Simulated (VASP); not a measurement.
Runs of VASP 6.6.1 on LiF. It takes space group P6_3mc (No. 186, hexagonal). Conventional cell: a = 3.081 Å, b = 3.081 Å, c = 4.785 Å, α = 90.00°, β = 90.00°, γ = 120.00°. Within 2.5 Å of Li (site symmetry 3m) lie 4 F at 1.86 to 1.87 Å. Within 2.5 Å of F (site symmetry 3m) lie 4 Li at 1.86 to 1.87 Å. 

```tsv
level	potentials or basis	k mesh	gap on the mesh (eV)
r2SCAN	VASP PAW PBE potentials, release 64 (Li_sv, F)	9 × 9 × 4	8.68
r2SCAN	VASP PAW PBE potentials, release 64 (Li_sv, F)	6 × 6 × 4	8.68
LDA	VASP PAW LDA potentials, release 64 (Li_sv, F)	6 × 6 × 4	(a)
PBE	VASP PAW PBE potentials, release 64 (Li_sv, F)	6 × 6 × 4	7.84
```

Alike in all rows: task single point; no spin polarisation; cell as given; cutoff (eV) 520; smearing gaussian 0.01 eV.

Fill in the values left out.

(a) 7.52.

A k mesh can miss the band edges.
